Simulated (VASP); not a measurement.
# Pt: single point with PBEsol

The system is Pt.

```xyz
2
Lattice="2.6881 0.0011 -0.0005 -1.3431 2.3342 -0.0029 -0.0009 -0.0065 4.8507" Properties=species:S:1:pos:R:3 pbc="T T T"
Pt    1.3505    0.7522    3.5396
Pt   -0.1061    1.6709    1.1094
```

```
Program             : VASP 6.6.1
Task                : single point
Functional          : PBEsol
Potentials or basis : VASP PAW PBE potentials, release 64 (Pt)
Cutoff              : 520 eV
k mesh              : 7 × 7 × 4
Occupations         : methfessel-paxton, width 0.1 eV
Spin                : no spin polarisation
```

```json
{
  "Pressure": "-0.3 GPa",
  "Largest force": "0.107 eV/Å",
  "Band gap on the k mesh": "zero (band 10 reaches 11.25 eV, above the bottom of band 11 at 10.19 eV)"
}
```

Forces in eV/Å, atoms in the order of the input:
```
Pt   0.096 -0.029 -0.038
Pt  -0.096  0.029  0.038
```

Stress tensor (GPa, compression positive):
```
 0.29  0.05  0.00
 0.05  0.50 -0.05
 0.00 -0.05 -1.58
```

Levels at points of the mesh, in eV from the Fermi level:
| k point | band 8 | band 9 | band 10 | band 11 | band 12 | band 13 |
| --- | --- | --- | --- | --- | --- | --- |
| (0.00, 0.00, 0.00) | -1.96 | -1.29 | -1.21 | -0.54 | 0.07 | 4.44 |
| (0.00, 0.00, 0.50) | -3.70 | -0.89 | -0.88 | -0.72 | -0.69 | 11.24 |

Wall time 14 s on 1 thread of Intel(R) Xeon(R) 6975P-C (Granite Rapids), on a shared host, peak memory 0.16 GiB.

Caveat: the k points lie up to 0.39 Å⁻¹ apart; the PAW data sets were made with another functional, which shifts forces and pressure a little; spin-orbit coupling is left out, which moves the levels of the heavy elements.
